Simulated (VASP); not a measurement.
Set up this calculation in VASP 6.6.1, as the native input.

```yaml
Task: single point
Functional: LDA
Potentials_or_basis: VASP PAW LDA potentials, release 64 (Pb_d, Tc_pv)
Cutoff: 500 eV
k_mesh: 6 × 6 × 6
Occupations: methfessel-paxton, width 0.05 eV
Spin: no spin polarisation
Dipole_correction: no
Further_INCAR_settings: ALGO = Normal; EDIFF = 1e-06; NBANDS = 34
```

The structure of Tc3Pb lies in POSCAR:

```
Tc3Pb
1.0
    0.0000000000      3.1507741361      3.1507741361
    3.1507741361      0.0000000000      3.1507741361
    3.1507741361      3.1507741361      0.0000000000
Pb Tc
1 3
Direct
    0.0000000000      0.0000000000      0.0000000000
    0.5000000000      0.5000000000      0.5000000000
    0.2500000000      0.2500000000      0.2500000000
    0.7500000000      0.7500000000      0.7500000000
```

These files were run (other wordings do the same):

INCAR

```
  PREC = Accurate
  ENCUT = 500
  EDIFF = 1E-6
  ISMEAR = 1
  SIGMA = 0.05
  LREAL = False
  LASPH = True
  NELM = 120
  ALGO = Normal
  ISIF = 2
  LWAVE = False
  LCHARG = False
  GGA = CA
  NBANDS = 34
  GGA_COMPAT = False
```

KPOINTS

```
Automatic mesh
0
Gamma
  6 6 6
```

Potentials or basis: VASP PAW LDA potentials, release 64 (Pb_d, Tc_pv).

Command:

```console
$ cat potpaw_LDA.64/Pb_d/POTCAR potpaw_LDA.64/Tc_pv/POTCAR > POTCAR
$ mpirun -np 1 vasp_std > vasp.out
```

Results of the run:

| Quantity | Value |
| --- | --- |
| Pressure | 0.2 GPa |
| Band gap on the k mesh | zero (an odd number of electrons rules out a gap without spin polarisation) |

Caveat: spin-orbit coupling is left out, which moves the levels of the heavy elements.

Run time: 12 s on 1 thread of Intel(R) Xeon(R) 6975P-C (Granite Rapids), with other jobs on the host, peak memory 0.16 GiB.
